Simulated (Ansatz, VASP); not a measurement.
## Rb: VASP beside Ansatz

```
Rb
1.0
     4.83675    0.00000    0.00000
    -1.61225    4.56013    0.00000
     0.00000    0.00000   28.47570
Rb
6
Direct
  0.25000 0.25000 0.15803
  0.75000 0.75000 0.29396
  0.25000 0.25000 0.43174
  0.75000 0.75000 0.56826
  0.25000 0.25000 0.70604
  0.75000 0.75000 0.84197
```

Alike in both runs: task single point; functional PBEsol; k mesh 7 × 7 × 1; occupations fermi-dirac, width 0.05 eV; no spin polarisation.

```csv
,VASP,Ansatz
version,VASP 6.6.1,Ansatz 0.2.0
potentials or method,"VASP PAW PBE potentials, release 64 (Rb_sv), cutoff 520 eV","all-electron LAPW, scalar-relativistic"
```

|  | VASP | Ansatz | Ansatz less VASP |
| --- | --- | --- | --- |
| rms of the force components (eV/Å) | 0.003 | 0.003 | -0.0002 |

VASP's potentials were made for PBE, not for PBEsol. Atom by atom the forces differ by 0.000 eV/Å (rms over components). Ansatz ran all-electron here, and VASP with PAW potentials. Ansatz's warnings: vacuum density over bound.
